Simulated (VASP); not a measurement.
# TaN (P-6m2) in VASP: further runs

TaN is run at these levels: PBEsol; tasks: electric field gradients.

All numbers are computed with VASP 6.6.1; they aren't measurements. Logs are shortened: lines on timing, memory, paths and dates and some standing lists are left out, and cuts for length are marked.

## (1) The cell of the first run

Symmetry: P-6m2, No. 187, hexagonal system. Conventional cell: a = 2.938 Å, b = 2.938 Å, c = 2.941 Å, α = 90.00°, β = 90.00°, γ = 120.00°. Within 3.0 Å of Ta (site symmetry -6m2) lie 6 N at 2.24 Å and 8 Ta at 2.94 Å. Within 3.0 Å of N (site symmetry -6m2) lie 6 Ta at 2.24 Å and 8 N at 2.94 Å.

## (2) Electric field gradients, PBEsol (zz strain of +2 %)

INCAR

```
PREC = Accurate
ENCUT = 520
EDIFF = 1E-8
ISMEAR = -1
SIGMA = 0.02
LREAL = F
LASPH = T
NELM = 80
ALGO = Normal
ISIF = 2
LWAVE = F
LCHARG = F
GGA = PS
LEFG = T
NBANDS = 15
```

KPOINTS

```
Automatic mesh
0
Gamma
  12 12 10
```

POSCAR

```
TaN
1.0
    2.9379988584      0.0000000000      0.0000000000
   -1.4689994292      2.5443816477      0.0000000000
    0.0000000000      0.0000000000      2.9406600000
Ta N
1 1
Direct
    0.3333333333      0.6666666667      0.5000000000
    0.0000000000      0.0000000000      0.0000000000
```

Potentials or basis: VASP PAW PBE potentials, release 64 (Ta_pv, N).

On the command line:

```sh
$ cat potpaw_PBE.64/Ta_pv/POTCAR potpaw_PBE.64/N/POTCAR > POTCAR
$ mpirun -np 1 vasp_std > vasp.out
```

OUTCAR:

```text
PREC = Accurate
   ENCUT = 520
   EDIFF = 1E-8
   ISMEAR = -1
   LREAL = F
   LASPH = T
   NELM = 80
   ISIF = 2
   GGA = PS

 ion  position               nearest neighbor table
   1  0.333  0.667  0.500-   2 2.24   2 2.24   2 2.24   2 2.24   2 2.24   2 2.24
   2  0.000  0.000  0.000-   1 2.24   1 2.24   1 2.24   1 2.24   1 2.24   1 2.24

  LATTYP: Found a hexagonal cell.
 ALAT       =     2.9379988584
 C/A-ratio  =     1.0009057667

  Lattice vectors:

 A1 = (   2.9379988584,   0.0000000000,   0.0000000000)
 A2 = (  -1.4689994292,   2.5443816477,   0.0000000000)
 A3 = (   0.0000000000,   0.0000000000,   2.9406600000)

Analysis of symmetry for initial positions (statically):
=====================================================================
 Subroutine PRICEL returns:
 Original cell was already a primitive cell.

 Routine SETGRP: Setting up the symmetry group for a
 hexagonal supercell.

 Subroutine GETGRP returns: Found 12 space group operations
 (whereof 12 operations were pure point group operations)
 out of a pool of 24 trial point group operations.

The static configuration has the point symmetry D_3h.

Analysis of symmetry for dynamics (positions and initial velocities):
=====================================================================
 Subroutine PRICEL returns:
 Original cell was already a primitive cell.

 Routine SETGRP: Setting up the symmetry group for a
 hexagonal supercell.

 Subroutine GETGRP returns: Found 12 space group operations
 (whereof 12 operations were pure point group operations)
 out of a pool of 24 trial point group operations.

The dynamic configuration has the point symmetry D_3h.

 Subroutine INISYM returns: Found 12 space group operations
 (whereof 12 operations are pure point group operations),
 and found     1 'primitive' translations

----------------------------------------------------------------------------------------

                                     Primitive cell

  volume of cell :      21.9826

  direct lattice vectors                    reciprocal lattice vectors
     2.937998858  0.000000000  0.000000000     0.340367729  0.196511400  0.000000000
    -1.468999429  2.544381648  0.000000000     0.000000000  0.393022800  0.000000000
     0.000000000  0.000000000  2.940660000     0.000000000  0.000000000  0.340059714

  length of vectors
     2.937998858  2.937998858  2.940660000     0.393022800  0.393022800  0.340059714

  position of ions in fractional coordinates (direct lattice)
     0.333333333  0.666666667  0.500000000
     0.000000000  0.000000000  0.000000000

  ion indices of the primitive-cell ions
   primitive index   ion index
                 1           1
                 2           2

----------------------------------------------------------------------------------------

 KPOINTS: Automatic mesh

Automatic generation of k-mesh.
 Grid dimensions read from file:
 generate k-points for:   12   12   10

 Generating k-lattice:

  Cartesian coordinates                     Fractional coordinates (reciprocal lattice)
     0.028363977  0.016375950  0.000000000     0.083333333  0.000000000  0.000000000
     0.000000000  0.032751900  0.000000000     0.000000000  0.083333333  0.000000000
     0.000000000  0.000000000  0.034005971     0.000000000  0.000000000  0.100000000

  Length of vectors
     0.032751900  0.032751900  0.034005971

  Shift w.r.t. Gamma in fractional coordinates (k-lattice)
     0.000000000  0.000000000  0.000000000

 Subroutine IBZKPT returns following result:
 ===========================================

 Found    114 irreducible k-points:

 Following reciprocal coordinates:
            Coordinates               Weight
  0.000000  0.000000  0.000000      1.000000
  0.083333 -0.000000  0.000000      6.000000
  0.166667 -0.000000  0.000000      6.000000
  0.250000  0.000000  0.000000      6.000000
  0.333333  0.000000  0.000000      6.000000
  0.416667  0.000000  0.000000      6.000000
[... 16 lines left out ...]
  0.250000  0.000000  0.100000     12.000000
  0.333333  0.000000  0.100000     12.000000
 [... further k-points ...]
   k-points           NKPTS =    114   k-points in BZ     NKDIM =    114   number of bands    NBANDS=     15
   number of dos      NEDOS =    301   number of ions     NIONS =      2
   total plane-waves  NPLWV =  13824
   dimension x,y,z NGX =    24 NGY =   24 NGZ =   24
   dimension x,y,z NGXF=    48 NGYF=   48 NGZF=   48
   ions per type =               1   1
   NGX,Y,Z   is equivalent  to a cutoff of  13.58, 13.58, 13.57 a.u.
   NGXF,Y,Z  is equivalent  to a cutoff of  27.16, 27.16, 27.14 a.u.
 SYSTEM =  unknown system
   PREC   = accura    normal or accurate (medium, high low for compatibility)
   ISTART =      0    job   : 0-new  1-cont  2-samecut
   ICHARG =      2    charge: 1-file 2-atom 10-const
   ISPIN  =      1    spin polarized calculation?
   LNONCOLLINEAR =      F non collinear calculations
   LSORBIT =      F    spin-orbit coupling
   LASPH  =      T    aspherical Exc in radial PAW
   ENCUT  =  520.0 eV  38.22 Ry    6.18 a.u.   5.46  5.46  5.47*2*pi/ulx,y,z
   NELM   =     80;   NELMIN=  2; NELMDL= -5     # of ELM steps
   EDIFF  = 0.1E-07   stopping-criterion for ELM
   LREAL  =      F    real-space projection
   EDIFFG = 0.1E-06   stopping-criterion for IOM
   NSW    =      0    number of steps for IOM
   IBRION =     -1    ionic relax: 0-MD 1-quasi-New 2-CG
   NFREE  =      0    steps in history (QN), initial steepest desc. (CG)
   ISIF   =      2    stress and relaxation
   ISYM   =      2    0-nonsym 1-usesym 2-fastsym
   POTIM  = 0.5000    time-step for ionic-motion
   TEBEG  =    0.0;   TEEND  =   0.0 temperature during run
   PSTRESS=    0.0 pullay stress
   NELECT =      16.0000    total number of electrons
   NUPDOWN=      -1.0000    fix difference up-down
   EMIN   =  10.00;   EMAX   =-10.00  energy-range for DOS
   EFERMI =   0.00;   METHOD = LEGACY
   ISMEAR =    -1;   SIGMA  =   0.02  broadening in eV -4-tet -1-fermi 0-gaus
   EFERMI_NEDOS =   21; number of points for ismear=-14 and -15
   IALGO  =     38    algorithm
   IMIX   =      4    mixing-type and parameters
     AMIX     =   0.40;   BMIX     =  1.00
     AMIX_MAG =   1.60;   BMIX_MAG =  1.00
  volume/ion in A,a.u.               =      10.99        74.17
  Fermi-wavevector in a.u.,A,eV,Ry     =   1.472613  2.782835 29.505440  2.168589
  Thomas-Fermi vector in A             =   2.587606
   LORBIT       =      0    0 simple, 1 ext, 2 COOP (PROOUT), +10 PAW based schemes
   GGA     = PS    functional components
   LHFCALC =     F    Hartree Fock is set to
   AEXX    =    0.0000 exact exchange contribution
   IVDW    =     0    specifies the selected vdW correction
   LEPSILON=     F    determine dielectric tensor
   LRPA    =     F    only Hartree local field effects (RPA)
 non-spin polarized calculation
  energy-cutoff  :      520.00
  volume of cell :       21.98
 maximum number of plane-waves:       617
 NGX is ok and might be reduce to    24
   NGX = 11   NGY = 11   NGZ = 11

 number of electron      16.0000003 magnetization

 Free energy of the ion-electron system (eV)
  ---------------------------------------------------
  ext. energy  EPLUGINS =         0.00000000
  ---------------------------------------------------
  free energy    TOTEN  =       -23.77096185 eV

  energy without entropy =      -23.77087012  energy(sigma->0) =      -23.77091598

 E-fermi :   7.9695     XC(G=0): -13.4006

 val. band max:        7.8643675098   @ k =   0.0000   0.0000   0.4000
 cond. band min:       8.0036865220   @ k =   0.0833  -0.0000   0.5000
 fundamental gap:      0.1393190122
 Fermi energy:         7.9694941595

 k-point     1 :       0.0000    0.0000    0.0000
  band No.  band energies     occupation
      1     -27.0081      2.00000
      2     -26.6800      2.00000
      3     -26.6800      2.00000
      4      -9.6785      2.00000
      5       3.5627      2.00000
      6       3.5627      2.00000
      7       3.6846      2.00000
      8       4.8803      2.00000
      9      10.1105      0.00000
     10      11.2794      0.00000
     11      11.2794      0.00000
     12      11.7116      0.00000
     13      11.7116      0.00000
     14      20.7322      0.00000
     15      21.2132      0.00000

 k-point     2 :       0.0833   -0.0000    0.0000
  band No.  band energies     occupation
      1     -26.9986      2.00000
      2     -26.7538      2.00000
      3     -26.6958      2.00000
      4      -9.5366      2.00000
      5       3.1202      2.00000
      6       3.6687      2.00000
      7       3.8982      2.00000
      8       4.6750      2.00000
      9      10.5747      0.00000
     10      11.0307      0.00000
     11      11.3086      0.00000
     12      11.6362      0.00000
     13      11.8998      0.00000
     14      20.7356      0.00000
     15      21.2081      0.00000

 k-point     3 :       0.1667   -0.0000    0.0000
  band No.  band energies     occupation
      1     -26.9724      2.00000
      2     -26.9508      2.00000
      3     -26.7387      2.00000
      4      -9.1444      2.00000
      5       2.2067      2.00000
      6       3.9485      2.00000
      7       4.1734      2.00000
      8       4.3730      2.00000
      9      10.2551      0.00000
     10      11.4369      0.00000
     11      11.4398      0.00000
     12      11.8662      0.00000
     13      12.3119      0.00000
     14      20.7403      0.00000
     15      21.1981      0.00000
[... 343 lines left out ...]
 k-point    23 :       0.2500    0.0000    0.1000
  band No.  band energies     occupation
      1     -27.2013      2.00000
      2     -27.0083      2.00000
      3     -26.7898      2.00000
      4      -8.4780      2.00000
      5       1.3001      2.00000
      6       3.1042      2.00000
      7       4.2172      2.00000
      8       5.2221      2.00000
      9      10.0257      0.00000
     10      10.4638      0.00000
     11      12.0097      0.00000
     12      12.5487      0.00000
     13      13.9088      0.00000
     14      20.6062      0.00000
     15      21.1823      0.00000

 k-point    24 :       0.3333    0.0000    0.1000
  band No.  band energies     occupation
      1     -27.4470      2.00000
      2     -26.9704      2.00000
      3     -26.8469      2.00000
      4      -7.9504      2.00000
      5       0.4720      2.00000
      6       2.8291      2.00000
      7       4.4096      2.00000
      8       5.2003      2.00000
      9      10.4397      0.00000
     10      10.7653      0.00000
     11      12.2418      0.00000
     12      12.7450      0.00000
     13      14.7703      0.00000
     14      20.8107      0.00000
     15      21.2026      0.00000

 [... further k-points ...]
[... 5 lines left out ...]
  --------------------------------------------------------------------------------------
  -------------------------------------------------------------------------------------
  Total       -0.9264223     -0.9264223     -2.7049121      0.0000000      0.0000000      0.0000000
  in kB      -67.5213178    -67.5213178   -197.1446709      0.0000000      0.0000000      0.0000000
  external PRESSURE =    -110.7291022 kB  Pullay stress =       0.0000000 kB

 VOLUME and BASIS-vectors are now :
 -----------------------------------------------------------------------------
  energy-cutoff  :      520.00
  volume of cell :       21.98
      direct lattice vectors                 reciprocal lattice vectors
     2.937998858  0.000000000  0.000000000     0.340367729  0.196511400  0.000000000
    -1.468999429  2.544381648  0.000000000     0.000000000  0.393022800  0.000000000
     0.000000000  0.000000000  2.940660000     0.000000000  0.000000000  0.340059714

 POSITION                                       TOTAL-FORCE (eV/Angst)
 -----------------------------------------------------------------------------------
     -0.00000      1.69625      1.47033        -0.000000      0.000000      0.000000
      0.00000      0.00000      0.00000         0.000000      0.000000      0.000000
 -----------------------------------------------------------------------------------
    total drift:                                0.000000     -0.000000     -0.000000

  FREE ENERGIE OF THE ION-ELECTRON SYSTEM (eV)
  ---------------------------------------------------
  free  energy   TOTEN  =       -23.7709618476 eV

  energy  without entropy=      -23.7708701170  energy(sigma->0) =      -23.77091598

 Electric field gradients (V/A^2)
---------------------------------------------------------------------
 ion       V_xx      V_yy      V_zz      V_xy      V_xz      V_yz
---------------------------------------------------------------------
   1     -17.263   -17.263    34.526     0.000     0.000    -0.000
   2      -2.071    -2.069     4.140     0.001     0.000    -0.000
---------------------------------------------------------------------

 Electric field gradients after diagonalization (V/A^2)
 (convention: |V_zz| > |V_xx| > |V_yy|)
----------------------------------------------------------------------
 ion       V_xx      V_yy      V_zz     asymmetry (V_yy - V_xx)/ V_zz
----------------------------------------------------------------------
   1     -17.263   -17.262    34.526       0.000
   2      -2.071    -2.069     4.140       0.001
----------------------------------------------------------------------

           NMR quadrupolar parameters

 Cq : quadrupolar parameter    Cq=e*Q*V_zz/h
 eta: asymmetry parameters     (V_yy - V_xx)/ V_zz
 Q  : nuclear electric quadrupole moment in mb (millibarn)
----------------------------------------------------------------------
 ion       Cq(MHz)       eta       Q (mb)
----------------------------------------------------------------------
   1       0.083       0.000       1.000
   2       0.010       0.001       1.000
----------------------------------------------------------------------
```

Run time: 51 s. Hardware: 1 thread of AMD EPYC 7R13, shared host; peak memory 0.14 GiB.

Results:

| Property | Result |
| --- | --- |
| Free energy | -23.7710 eV |
| Pressure | -11.1 GPa |
| Band gap on the k mesh | zero (band 8 reaches 8.15 eV, above the bottom of band 9 at 7.76 eV) |

Stress tensor (GPa, compression positive):
```
 -6.75   0.00   0.00
  0.00  -6.75   0.00
  0.00   0.00 -19.71
```

Electric field gradients, principal values (V/Å²):
| atom | least | middle | greatest (by size) |
| --- | --- | --- | --- |
| 1 Ta | -17.262 | -17.263 | 34.526 |
| 2 N | -2.069 | -2.071 | 4.140 |

Caveat: the cell differs from its parent crystal (zz strain of +2 %); without QUAD_EFG the Cq values of the log hold for a quadrupole moment of 1 mb, not for the nuclei; the PAW data sets were made with another functional, which shifts forces and pressure a little; spin-orbit coupling is left out, which moves the levels of the heavy elements.

[end of part 1 of 3]
